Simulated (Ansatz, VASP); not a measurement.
C: VASP beside Ansatz

```
C
1.0
     0.00000    1.80147    1.75459
     1.80147    0.00000    1.75459
     1.80147    1.80147    0.00000
C
2
Direct
  0.50000 0.50000 0.50000
  0.75000 0.75000 0.75000
```

Change from the starting cell: strain +e along x and -e along y +0.0000, strain +e along z and -e/2 along x and y -0.0175.

Alike in both runs: task single point; functional PBE; k mesh 12 × 12 × 12; occupations gaussian, width 0.05 eV; no spin polarisation.

|  | VASP | Ansatz |
| --- | --- | --- |
| version | VASP 6.6.1 | Ansatz 0.2.0 |
| potentials or method | VASP PAW PBE potentials, release 64 (C), cutoff 520 eV | scalar-relativistic, plane waves, PAW |
| valence electrons in the cell | 8 | 8 |

```csv
,VASP,Ansatz,Ansatz less VASP
gap on the k mesh at the Fermi level (eV),3.48,3.49,+0.009
least direct gap on the mesh (eV),5.11,5.12,+0.004
pressure (GPa),0.7,0.1,-0.62
"traceless stress, the component that is largest in VASP (GPa)",15.84,15.84,+0.002
```
